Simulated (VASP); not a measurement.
# IrO2 (P4_2/mnm) in VASP: further runs, part 2 of 2

VASP 6.6.1.

### 3 Relaxation of cell and atoms, PBE, collinear spin, ferromagnetic start

This run uses another cell than the first one, of 10.72 Å³/atom, 0.987 times its volume.

The input, INCAR:

```
PREC = Accurate ; ENCUT = 600
EDIFF = 1E-7 ; ISMEAR = 0
SIGMA = 0.05 ; LREAL = F
LASPH = T ; NELM = 200
ALGO = Normal ; ISIF = 3
LWAVE = F ; LCHARG = F
ISPIN = 2 ; MAGMOM = 1 1 0 0 0 0
LORBIT = 11 ; LMAXMIX = 4
GGA = PE ; IBRION = 2
NSW = 80 ; EDIFFG = -0.03
GGA_COMPAT = F ; NELMIN = 4
```

The input, KPOINTS:

```
regular mesh
0
Gamma
  4 4 6
```

The input, POSCAR:

```
IrO2
1.0
    4.5139469537      0.0000000000      0.0000000000
    0.0000000000      4.5139469537      0.0000000000
    0.0000000000      0.0000000000      3.1564519040
Ir O
2 4
Direct
    0.0000000000      0.0000000000      0.0000000000
    0.5000000000      0.5000000000      0.5000000000
    0.3110000000      0.3110000000      0.0000000000
    0.1890000000      0.8110000000      0.5000000000
    0.6890000000      0.6890000000      0.0000000000
    0.8110000000      0.1890000000      0.5000000000
```

Potentials or basis: VASP PAW PBE potentials, release 64 (Ir, O).

The run is started by

```console
$ cat potpaw_PBE.64/Ir/POTCAR potpaw_PBE.64/O/POTCAR > POTCAR
$ mpirun -np 1 vasp_std > vasp.out
```

OUTCAR:

```text
PREC = Accurate
   ENCUT = 600
   EDIFF = 1E-7
   ISMEAR = 0
   LREAL = F
   LASPH = T
   NELM = 200
   ISIF = 3
   ISPIN = 2
   LORBIT = 11
   GGA = PE
   IBRION = 2
   NSW = 80
   EDIFFG = -0.03
   NELMIN = 4

 ion  position               nearest neighbor table
   1  0.000  0.000  0.000-   3 1.99   5 1.99   4 1.99   6 1.99   4 1.99   6 1.99
   2  0.500  0.500  0.500-   4 1.99   6 1.99   5 1.99   3 1.99   3 1.99   5 1.99
   3  0.311  0.311  0.000-   1 1.99   2 1.99   2 1.99
   4  0.189  0.811  0.500-   2 1.99   1 1.99   1 1.99
   5  0.689  0.689  0.000-   1 1.99   2 1.99   2 1.99
   6  0.811  0.189  0.500-   2 1.99   1 1.99   1 1.99

  LATTYP: Found a simple tetragonal cell.
 ALAT       =     4.5139469537
 C/A-ratio  =     0.6992665037

  Lattice vectors:

 A1 = (   4.5139469537,   0.0000000000,   0.0000000000)
 A2 = (   0.0000000000,   4.5139469537,   0.0000000000)
 A3 = (   0.0000000000,   0.0000000000,   3.1564519040)

Analysis of symmetry for initial positions (statically):
=====================================================================
 Subroutine PRICEL returns:
 Original cell was already a primitive cell.

 Routine SETGRP: Setting up the symmetry group for a
 simple tetragonal supercell.

 Subroutine GETGRP returns: Found 16 space group operations
[... 470 lines left out ...]
--------------------------------------- Ionic step        8  -------------------------------------------

 number of electron      42.0000002 magnetization       0.0000001

 Free energy of the ion-electron system (eV)
  ---------------------------------------------------
  ext. energy  EPLUGINS =         0.00000000
  ---------------------------------------------------
  free energy    TOTEN  =       -42.26809461 eV

  energy without entropy =      -42.26196875  energy(sigma->0) =      -42.26503168

 E-fermi :   5.7713     XC(G=0): -11.8569

 val. band max:        5.7328226466   @ k =   0.5000   0.2500   0.3333
 cond. band min:       5.7949002459   @ k =   0.5000   0.2500   0.0000
 fundamental gap:      0.0620775993
 Fermi energy:         5.7712880354

 spin component 1

 k-point     1 :       0.0000    0.0000    0.0000
  band No.  band energies     occupation
      1     -15.1502      1.00000
      2     -13.9917      1.00000
      3     -12.9911      1.00000
      4     -12.9911      1.00000
      5      -3.7478      1.00000
      6      -3.4978      1.00000
[... 685 lines left out ...]
     25       8.8959      0.00000
     26       8.8959      0.00000
 Fermi energy:         5.7712880354

 spin component 2

 k-point     1 :       0.0000    0.0000    0.0000
  band No.  band energies     occupation
      1     -15.1502      1.00000
      2     -13.9917      1.00000
      3     -12.9911      1.00000
      4     -12.9911      1.00000
      5      -3.7478      1.00000
      6      -3.4978      1.00000
[... 718 lines left out ...]
  FREE ENERGIE OF THE ION-ELECTRON SYSTEM (eV)
  ---------------------------------------------------
  free  energy   TOTEN  =       -42.2680946146 eV

  energy  without entropy=      -42.2619687497  energy(sigma->0) =      -42.26503168

 reached required accuracy - stopping structural energy minimisation

 total charge

# of ion       s       p       d       tot
------------------------------------------
    1        0.607   0.791   6.840   8.238
    2        0.607   0.791   6.840   8.238
    3        1.551   3.440   0.000   4.990
    4        1.551   3.440   0.000   4.990
    5        1.551   3.440   0.000   4.990
    6        1.551   3.440   0.000   4.990
--------------------------------------------------
tot          7.417  15.341  13.680  36.438

 magnetization (x)

# of ion       s       p       d       tot
------------------------------------------
    1        0.000   0.000   0.000   0.000
    2        0.000   0.000   0.000   0.000
    3       -0.000   0.000   0.000   0.000
    4       -0.000   0.000   0.000   0.000
    5       -0.000   0.000   0.000   0.000
    6       -0.000   0.000   0.000   0.000
--------------------------------------------------
tot          0.000   0.000   0.000   0.000
```

Run time: 12 min. Hardware: 1 thread of Intel Xeon 8259CL, shared host; peak memory 0.27 GiB.

What came out:

- Free energy: -42.2681 eV
- Relaxed volume: 10.96 Å³/atom
- Relaxed cell: a = 4.538 Å, b = 4.538 Å, c = 3.192 Å, α = 90.00°, β = 90.00°, γ = 90.00°
- Space group after relaxing (to 0.05 Å): P4_2/mnm (No. 136)
- Energy gained by relaxing: 8.8 meV/atom
- Ionic steps: 8
- Pressure after relaxing: -0.2 GPa
- Largest force after relaxing: 0.014 eV/Å
- Band gap on the k mesh: zero (filled and empty bands overlap)
- Net moment: 0.00 μB per cell
- Valence electrons inside the program's atomic spheres: Ir 8.24; O 4.99

Forces on the atoms (eV/Å):
```
Ir   0.000  0.000  0.000
Ir   0.000  0.000  0.000
O    0.010  0.010  0.000
O   -0.010  0.010  0.000
O   -0.010 -0.010  0.000
O    0.010 -0.010  0.000
```

Step by step:
```
step  energy change (eV)  largest force (eV/Å)  pressure (GPa)  volume (Å³)
   1              0.0000                0.6162            7.01        64.31
   2              0.1314                0.6665          -12.05        68.76
   3             -0.0516                0.0952           -0.50        65.79
   4             -0.0516                0.1050           -0.36        65.76
   5             -0.0516                0.1142           -0.22        65.73
   6             -0.0526                0.0092            0.43        65.57
   7             -0.0526                0.0098            0.33        65.59
   8             -0.0529                0.0145           -0.19        65.74
```

Final structure:
```
CELL_PARAMETERS angstrom
4.53804 0.00000 0.00000
0.00000 4.53804 0.00000
0.00000 0.00000 3.19205
ATOMIC_POSITIONS crystal
Ir 0.00000 0.00000 0.00000
Ir 0.50000 0.50000 0.50000
O 0.30863 0.30863 0.00000
O 0.19137 0.80863 0.50000
O 0.69137 0.69137 0.00000
O 0.80863 0.19137 0.50000
```

Levels at points of the mesh, in eV from the Fermi level:
Spin up:
```csv
k point,band 17,band 18,band 19,band 20,band 21,band 22,band 23,band 24,band 25,band 26
"(0.00, 0.00, 0.00)",-2.33,-2.33,-2.24,-2.15,-2.09,0.67,1.22,4.05,4.05,4.11
"(0.50, 0.00, 0.00)",-1.56,-1.56,-1.25,-1.25,-0.25,-0.25,3.49,3.49,3.50,3.50
"(0.50, 0.50, 0.00)",-2.38,-2.38,-2.29,-2.29,0.23,0.23,2.37,2.37,4.04,4.04
"(0.00, 0.00, 0.50)",-1.82,-1.82,-0.63,-0.63,0.28,0.28,2.19,2.19,2.67,2.67
"(0.50, 0.00, 0.50)",-2.63,-2.63,-1.71,-1.71,0.54,0.54,1.04,1.04,4.43,4.43
"(0.50, 0.50, 0.50)",-1.74,-1.74,-1.13,-1.13,-0.43,-0.43,2.14,2.14,3.12,3.12
```
Spin down:
| k point | band 17 | band 18 | band 19 | band 20 | band 21 | band 22 | band 23 | band 24 | band 25 | band 26 |
| --- | --- | --- | --- | --- | --- | --- | --- | --- | --- | --- |
| (0.00, 0.00, 0.00) | -2.33 | -2.33 | -2.24 | -2.15 | -2.09 | 0.67 | 1.22 | 4.05 | 4.05 | 4.11 |
| (0.50, 0.00, 0.00) | -1.56 | -1.56 | -1.25 | -1.25 | -0.25 | -0.25 | 3.49 | 3.49 | 3.50 | 3.50 |
| (0.50, 0.50, 0.00) | -2.38 | -2.38 | -2.29 | -2.29 | 0.23 | 0.23 | 2.37 | 2.37 | 4.04 | 4.04 |
| (0.00, 0.00, 0.50) | -1.82 | -1.82 | -0.63 | -0.63 | 0.28 | 0.28 | 2.19 | 2.19 | 2.67 | 2.67 |
| (0.50, 0.00, 0.50) | -2.63 | -2.63 | -1.71 | -1.71 | 0.54 | 0.54 | 1.04 | 1.04 | 4.43 | 4.43 |
| (0.50, 0.50, 0.50) | -1.74 | -1.74 | -1.13 | -1.13 | -0.43 | -0.43 | 2.14 | 2.14 | 3.12 | 3.12 |

Caveat: spin-orbit coupling is left out, which moves the levels of the heavy elements.
